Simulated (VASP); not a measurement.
## SnTe: electric field gradients with PBE

SnTe:

```xyz
2
Lattice="0.0000 3.1565 3.0618 3.1565 0.0000 3.0618 3.1565 3.1565 0.0000" Properties=species:S:1:pos:R:3 pbc="T T T"
Sn    0.0000    0.0000    0.0000
Te    3.1565    3.1565    3.0618
```

This cell differs from its parent crystal: zz strain of -3 %.

* Program: VASP 6.6.1
* Task: electric field gradients
* Functional: PBE
* Potentials or basis: VASP PAW PBE potentials, release 64 (Sn_d, Te)
* Cutoff: 520 eV
* k mesh: 11 × 11 × 11
* Occupations: fermi-dirac, width 0.08 eV
* Spin: no spin polarisation
* Dipole correction: no
* Further INCAR settings: ALGO = Normal; EDIFF = 1e-08; NBANDS = 17

The pressure is 3.7 GPa and the band gap on the k mesh is 0.40 eV. The largest electric field gradient by atom is Sn -46.5; Te -13.2 V/Å².

Stress tensor (GPa, compression positive):
```
2.13 0.00 0.00
0.00 2.13 0.00
0.00 0.00 6.97
```

Levels at points of the mesh, in eV from the valence-band top:
| k point | band 6 | band 7 | band 8 | band 9 | band 10 | band 11 | band 12 | band 13 | band 14 | band 15 |
| --- | --- | --- | --- | --- | --- | --- | --- | --- | --- | --- |
| (0.00, 0.00, 0.00) | -12.87 | -4.44 | -2.31 | -1.97 | -1.97 | 3.28 | 3.28 | 4.07 | 4.77 | 4.77 |

Electric field gradients, principal values (V/Å²):
| atom | least | middle | greatest (by size) |
| --- | --- | --- | --- |
| 1 Sn | 23.261 | 23.262 | -46.523 |
| 2 Te | 6.580 | 6.580 | -13.159 |

Run time: 2.7 min on 1 thread of Intel(R) Xeon(R) Platinum 8375C CPU @ 2.90GHz (Ice Lake), with other jobs on the host, peak memory 0.29 GiB.

Caveat: the cell differs from its parent crystal (zz strain of -3 %); the cell stands under pressure; without QUAD_EFG the Cq values of the log hold for a quadrupole moment of 1 mb, not for the nuclei; spin-orbit coupling is left out, which moves the levels of the heavy elements; an odd mesh through Γ misses points on the zone boundary, where band edges can lie.
